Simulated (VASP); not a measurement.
Set up this calculation in VASP 6.6.1, as the native input.

| Quantity | Value |
| --- | --- |
| Task | single point |
| Functional | LDA |
| Potentials or basis | VASP PAW LDA potentials, release 64 (Si, B) |
| Cutoff | 520 eV |
| k mesh | 8 × 8 × 8 |
| Occupations | gaussian, width 0.02 eV |
| Spin | no spin polarisation |
| Dipole correction | no |
| Further INCAR settings | ALGO = Normal; EDIFF = 1e-06; NBANDS = 20 |

The structure of SiB6 lies in POSCAR:

```
SiB6
1.0
    4.0882799759      0.0000000000      0.0000000000
    0.0000000000      4.0882799759      0.0000000000
    0.0000000000      0.0000000000      4.0882799759
Si B
1 6
Direct
    0.0000000000      0.0000000000      0.0000000000
    0.5000000000      0.5000000000      0.7900000000
    0.5000000000      0.5000000000      0.2100000000
    0.5000000000      0.7900000000      0.5000000000
    0.7900000000      0.5000000000      0.5000000000
    0.5000000000      0.2100000000      0.5000000000
    0.2100000000      0.5000000000      0.5000000000
```

The input as run:

INCAR

```
SYSTEM = SiB6
PREC = Accurate
ENCUT = 520
EDIFF = 1E-6
ISMEAR = 0
SIGMA = 0.02
LREAL = .False.
LASPH = .True.
NELM = 60
ALGO = Normal
ISIF = 2
LWAVE = .False.
LCHARG = .True.
GGA = CA
LELF = .True.
LVHAR = .True.
NBANDS = 20
```

KPOINTS

```
regular mesh
0
Gamma
  8 8 8
  0 0 0
```

Potentials or basis: VASP PAW LDA potentials, release 64 (Si, B).

The run is started by

```sh
$ cat potpaw_LDA.64/Si/POTCAR potpaw_LDA.64/B/POTCAR > POTCAR
$ mpirun -np 1 vasp_std > vasp.out
```

Results of the run:

```json
{"Pressure": "3.3 GPa", "Largest force": "2.711 eV/Å", "Band gap on the k mesh": "0.53 eV (least direct gap 1.35 eV)"}
```

Caveat: the cell stands under pressure; forces of over 1 eV/Å act on the atoms, so gaps and moduli don't describe the material at rest.

Run time: 64 s on 1 thread of Intel Xeon 8259CL, with other jobs on the host, peak memory 0.16 GiB.
